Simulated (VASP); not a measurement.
# BP (F-43m) in VASP: a series of runs, part 2 of 2

VASP 6.6.1.

### Step 3. Single point, PBE

Contents of INCAR:

```
  PREC = Accurate
  ENCUT = 520
  EDIFF = 1E-7
  ISMEAR = 0
  SIGMA = 0.001
  LREAL = F
  LASPH = T
  NELM = 100
  ALGO = Normal
  ISIF = 2
  LWAVE = F
  LCHARG = F
  GGA = PE
  NBANDS = 11
```

Contents of KPOINTS:

```
Automatic mesh
0
Gamma
  6 6 6
```

Contents of POSCAR:

```
BP
1.0
    0.0000000000      2.2683156724      2.2683156724
    2.2683156724      0.0000000000      2.2683156724
    2.2683156724      2.2683156724      0.0000000000
B P
1 1
Direct
    0.0000000000      0.0000000000      0.0000000000
    0.2500000000      0.2500000000      0.2500000000
```

Potentials or basis: VASP PAW PBE potentials, release 64 (B, P).

The run is started by

```bash
$ cat potpaw_PBE.64/B/POTCAR potpaw_PBE.64/P/POTCAR > POTCAR
$ mpirun -np 1 vasp_std > vasp.out
```

OUTCAR:

```text
PREC = Accurate
   ENCUT = 520
   EDIFF = 1E-7
   ISMEAR = 0
   LREAL = F
   LASPH = T
   NELM = 100
   ISIF = 2
   GGA = PE

 ion  position               nearest neighbor table
   1  0.000  0.000  0.000-   2 1.96   2 1.96   2 1.96   2 1.96
   2  0.250  0.250  0.250-   1 1.96   1 1.96   1 1.96   1 1.96

  LATTYP: Found a face centered cubic cell.
 ALAT       =     4.5366313448

  Lattice vectors:

 A1 = (   0.0000000000,   2.2683156724,   2.2683156724)
 A2 = (   2.2683156724,   0.0000000000,   2.2683156724)
 A3 = (   2.2683156724,   2.2683156724,   0.0000000000)

Analysis of symmetry for initial positions (statically):
=====================================================================
 Subroutine PRICEL returns:
 Original cell was already a primitive cell.

 Routine SETGRP: Setting up the symmetry group for a
 face centered cubic supercell.

 Subroutine GETGRP returns: Found 24 space group operations
 (whereof 24 operations were pure point group operations)
 out of a pool of 48 trial point group operations.

The static configuration has the point symmetry T_d .

Analysis of symmetry for dynamics (positions and initial velocities):
[... 161 lines left out ...]
      3       7.4498      2.00000
      4       7.4498      2.00000
      5      10.8490      0.00000
      6      10.8490      0.00000
      7      10.8490      0.00000
      8      14.8380      0.00000
      9      18.9670      0.00000
     10      19.5771      0.00000
     11      19.5771      0.00000
[... 197 lines left out ...]
 k-point    16 :      -0.3333    0.5000    0.1667
  band No.  band energies     occupation
      1      -2.9614      2.00000
      2      -0.7792      2.00000
      3       2.1427      2.00000
      4       2.2663      2.00000
      5      11.2803      0.00000
      6      11.8993      0.00000
      7      16.5808      0.00000
      8      17.2357      0.00000
      9      20.3986      0.00000
     10      23.6540      0.00000
     11      23.9374      0.00000

------------------------ aborting loop because EDIFF is reached ----------------------------------------

  FORCE on cell =-STRESS in cart. coord.  units (eV):
  Direction    XX          YY          ZZ          XY          YZ          ZX
  --------------------------------------------------------------------------------------
  -------------------------------------------------------------------------------------
  Total        0.1719999      0.1719999      0.1719999     -0.0000000     -0.0000000     -0.0000000
  in kB       11.8058771     11.8058771     11.8058771     -0.0000000     -0.0000000     -0.0000000
  external PRESSURE =      11.8058771 kB  Pullay stress =       0.0000000 kB

 VOLUME and BASIS-vectors are now :
 -----------------------------------------------------------------------------
  energy-cutoff  :      520.00
  volume of cell :       23.34
      direct lattice vectors                 reciprocal lattice vectors
     0.000000000  2.268315672  2.268315672    -0.220427873  0.220427873  0.220427873
     2.268315672  0.000000000  2.268315672     0.220427873 -0.220427873  0.220427873
     2.268315672  2.268315672  0.000000000     0.220427873  0.220427873 -0.220427873

 POSITION                                       TOTAL-FORCE (eV/Angst)
 -----------------------------------------------------------------------------------
      0.00000      0.00000      0.00000         0.000000      0.000000      0.000000
      1.13416      1.13416      1.13416        -0.000000     -0.000000     -0.000000
 -----------------------------------------------------------------------------------
    total drift:                                0.000000      0.000000      0.000000

  FREE ENERGIE OF THE ION-ELECTRON SYSTEM (eV)
  ---------------------------------------------------
  free  energy   TOTEN  =       -12.9131817009 eV

  energy  without entropy=      -12.9131817009  energy(sigma->0) =      -12.91318170
```

Run time: 8.3 s. Hardware: 1 thread of Intel Xeon 8259CL, shared host; peak memory 0.13 GiB.

Results:

- Free energy: -12.9132 eV
- Pressure: 1.2 GPa
- Band gap on the k mesh: 1.33 eV, indirect (least direct gap 3.40 eV)

A k mesh can miss the band edges. Expect the measured gap to be larger: semilocal functionals such as PBE lack the derivative discontinuity.

### Step 4. Single point, PBE

Contents of INCAR:

```
SYSTEM = BP
ALGO = Normal
EDIFF = 1E-7
ENCUT = 520
GGA = PE
ISIF = 2
ISMEAR = 0
LASPH = .True.
LCHARG = .False.
LREAL = .False.
LWAVE = .False.
NBANDS = 11
NELM = 80
PREC = Accurate
SIGMA = 0.01
```

Contents of KPOINTS:

```
k-points
0
Gamma
  6 6 6
  0 0 0
```

POSCAR is that of step 3.

The run is started by

```bash
$ cat potpaw_PBE.64/B/POTCAR potpaw_PBE.64/P/POTCAR > POTCAR
$ mpirun -np 1 vasp_std > vasp.out
```

Run time: 6.8 s. Hardware: 1 thread of Intel Xeon 8259CL, shared host; peak memory 0.13 GiB.

Results (log left out):

```
Free energy            : -12.9132 eV
Pressure               : 1.2 GPa
Band gap on the k mesh : 1.33 eV, indirect (least direct gap 3.40 eV)
```

Levels at points of the mesh, in eV from the valence-band top:
```tsv
k point	band 1	band 2	band 3	band 4	band 5	band 6	band 7	band 8	band 9
(0.00, 0.00, 0.00)	-15.47	0.00	0.00	0.00	3.40	3.40	3.40	7.39	11.52
(0.50, 0.00, 0.00)	-12.14	-9.04	-1.76	-1.76	3.79	4.71	4.71	10.13	14.63
(0.50, 0.50, 0.00)	-10.61	-8.59	-4.12	-4.12	1.33	1.66	12.13	12.13	15.24
```

A k mesh can miss the band edges. PBE gaps usually lie below the measured ones, often by a third to a half.

### Step 5. Single point, PBE

Contents of INCAR:

```
PREC = Accurate
ENCUT = 520
EDIFF = 1E-6
ISMEAR = -5
SIGMA = 0.1
LREAL = False
LASPH = True
NELM = 80
ALGO = Normal
ISIF = 2
LWAVE = False
LCHARG = True
GGA = PE
LELF = True
LVHAR = True
NBANDS = 11
```

Contents of KPOINTS:

```
Automatic mesh
0
Gamma
  6 6 6
```

POSCAR is that of step 4.

Potentials or basis: VASP PAW PBE potentials, release 64 (B, P).

The run is started by

```bash
$ cat potpaw_PBE.64/B/POTCAR potpaw_PBE.64/P/POTCAR > POTCAR
$ mpirun -np 1 vasp_std > vasp.out
```

OUTCAR:

```text
PREC = Accurate
   ENCUT = 520
   EDIFF = 1E-6
   ISMEAR = -5
   LREAL = False
   LASPH = True
   NELM = 80
   ISIF = 2
   GGA = PE

 ion  position               nearest neighbor table
   1  0.000  0.000  0.000-   2 1.96   2 1.96   2 1.96   2 1.96
   2  0.250  0.250  0.250-   1 1.96   1 1.96   1 1.96   1 1.96

  LATTYP: Found a face centered cubic cell.
 ALAT       =     4.5366313448

  Lattice vectors:

 A1 = (   0.0000000000,   2.2683156724,   2.2683156724)
 A2 = (   2.2683156724,   0.0000000000,   2.2683156724)
 A3 = (   2.2683156724,   2.2683156724,   0.0000000000)

Analysis of symmetry for initial positions (statically):
=====================================================================
 Subroutine PRICEL returns:
 Original cell was already a primitive cell.

 Routine SETGRP: Setting up the symmetry group for a
 face centered cubic supercell.

 Subroutine GETGRP returns: Found 24 space group operations
 (whereof 24 operations were pure point group operations)
 out of a pool of 48 trial point group operations.

The static configuration has the point symmetry T_d .

[... 161 lines left out ...]
  band No.  band energies     occupation
      1      -8.0209      2.00000
      2       7.4497      2.00000
      3       7.4497      2.00000
      4       7.4497      2.00000
      5      10.8490      0.00000
      6      10.8490      0.00000
      7      10.8490      0.00000
      8      14.8380      0.00000
      9      18.9669      0.00000
     10      19.5771      0.00000
     11      19.5771      0.00000
[... 197 lines left out ...]
 k-point    16 :      -0.3333    0.5000    0.1667
  band No.  band energies     occupation
      1      -2.9614      2.00000
      2      -0.7793      2.00000
      3       2.1427      2.00000
      4       2.2663      2.00000
      5      11.2802      0.00000
      6      11.8993      0.00000
      7      16.5807      0.00000
      8      17.2357      0.00000
      9      20.3986      0.00000
     10      23.6540      0.00000
     11      23.9374      0.00000

------------------------ aborting loop because EDIFF is reached ----------------------------------------

  FORCE on cell =-STRESS in cart. coord.  units (eV):
  Direction    XX          YY          ZZ          XY          YZ          ZX
  --------------------------------------------------------------------------------------
  -------------------------------------------------------------------------------------
  Total        0.1716774      0.1716774      0.1716774     -0.0000000      0.0000000      0.0000000
  in kB       11.7837433     11.7837433     11.7837433     -0.0000000      0.0000000      0.0000000
  external PRESSURE =      11.7837433 kB  Pullay stress =       0.0000000 kB

 VOLUME and BASIS-vectors are now :
 -----------------------------------------------------------------------------
  energy-cutoff  :      520.00
  volume of cell :       23.34
      direct lattice vectors                 reciprocal lattice vectors
     0.000000000  2.268315672  2.268315672    -0.220427873  0.220427873  0.220427873
     2.268315672  0.000000000  2.268315672     0.220427873 -0.220427873  0.220427873
     2.268315672  2.268315672  0.000000000     0.220427873  0.220427873 -0.220427873

 POSITION                                       TOTAL-FORCE (eV/Angst)
 -----------------------------------------------------------------------------------
      0.00000      0.00000      0.00000         0.000000      0.000000      0.000000
      1.13416      1.13416      1.13416        -0.000000     -0.000000     -0.000000
 -----------------------------------------------------------------------------------
    total drift:                                0.000000      0.000000      0.000000

  FREE ENERGIE OF THE ION-ELECTRON SYSTEM (eV)
  ---------------------------------------------------
  free  energy   TOTEN  =       -12.9131816374 eV

  energy  without entropy=      -12.9131816374  energy(sigma->0) =      -12.91318164
```

stdout:

```text
POSCAR found type information on POSCAR B P
 POSCAR found :  2 types and       2 ions
 scaLAPACK will be used
 LDA part: xc-table for (Slater+PW92), standard interpolation
 POSCAR, INCAR and KPOINTS ok, starting setup
 FFT: planning ... GRIDC
 FFT: planning ... GRID_SOFT
 FFT: planning ... GRID
 WAVECAR not read
 entering main loop
```

It took 7.9 s on 1 thread of Intel Xeon 8259CL, shared host; peak memory 0.13 GiB.

What came out:

```
Free energy            : -12.9132 eV
Pressure               : 1.2 GPa
Band gap on the k mesh : 1.33 eV, indirect (least direct gap 3.40 eV)
```

A k mesh can miss the band edges.

### Step 6. The runs side by side

| k mesh | smearing | gap on the mesh (eV) | pressure (GPa) |
| --- | --- | --- | --- |
| 5 × 5 × 5 | gaussian 0.01 eV | 1.23 | 1.4 |
| 6 × 6 × 6 | gaussian 0.001 eV | 1.33 | 1.2 |
| 6 × 6 × 6 | gaussian 0.01 eV | 1.33 | 1.2 |
| 6 × 6 × 6 | tetrahedron | 1.33 | 1.2 |

Alike in all rows: task single point; level PBE; potentials or basis VASP PAW PBE potentials, release 64 (B, P); no spin polarisation; cell as given; cutoff (eV) 520.

Caveats: some runs use coarse meshes.

Absolute energies hang on the potentials; compare differences alone.
